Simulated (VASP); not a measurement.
The system is NaH.

```
Na H
1.0
     0.00000    2.32295    2.43475
     2.32295    0.00000    2.43475
     2.32295    2.32295    0.00000
Na H
1 1
Direct
  0.00000 0.00000 0.00000
  0.50000 0.50000 0.50000
```

This cell differs from its parent crystal: epitaxial xy strain -3.1%.

Base run:

- Program: VASP 6.6.1
- Functional: r2SCAN
- Potentials or basis: VASP PAW PBE potentials, release 64 (Na_pv, H)
- Cutoff: 520 eV
- k mesh: 10 × 10 × 10
- Occupations: gaussian, width 0.01 eV
- Spin: no spin polarisation

Its results: band gap on the k mesh 4.48 eV (least direct gap 5.30 eV); pressure 1.2 GPa.

Question: The run is repeated on the same cell with these changes: functional from r2SCAN to HSE06; k mesh from 10 × 10 × 10 to 6 × 6 × 6. What comes out?

Answer: Band gap on the k mesh 4.95 eV (least direct gap 5.83 eV); pressure 1.6 GPa.

Several settings changed at once.

Caveats: the PAW data sets were made with another functional, which shifts forces and pressure a little.

A k mesh can miss the band edges.
